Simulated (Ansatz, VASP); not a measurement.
# SnTe: VASP beside Ansatz

```xyz
2
Lattice="0.0000 3.1670 3.1670 3.1670 0.0000 3.1670 3.1670 3.1670 0.0000" Properties=species:S:1:pos:R:3 pbc="T T T"
Sn    0.0000    0.0000    0.0000
Te    3.1670    3.1670    3.1670
```

Change from the starting cell: volume scaled by 1.01.

Alike in both runs: task single point; functional PBEsol; k mesh 11 × 11 × 11; occupations fermi-dirac, width 0.08 eV; no spin polarisation.

|  | VASP | Ansatz |
| --- | --- | --- |
| version | VASP 6.6.1 | Ansatz 0.2.0 |
| potentials or method | VASP PAW PBE potentials, release 64 (Sn_d, Te), cutoff 520 eV | all-electron LAPW, scalar-relativistic |

|  | VASP | Ansatz | Ansatz less VASP |
| --- | --- | --- | --- |
| pressure (GPa) | -1.0 | -1.0 | +0.03 |

VASP's potentials were made for PBE, not for PBEsol. Ansatz ran all-electron here, and VASP with PAW potentials.

Neither program's run includes spin-orbit coupling.
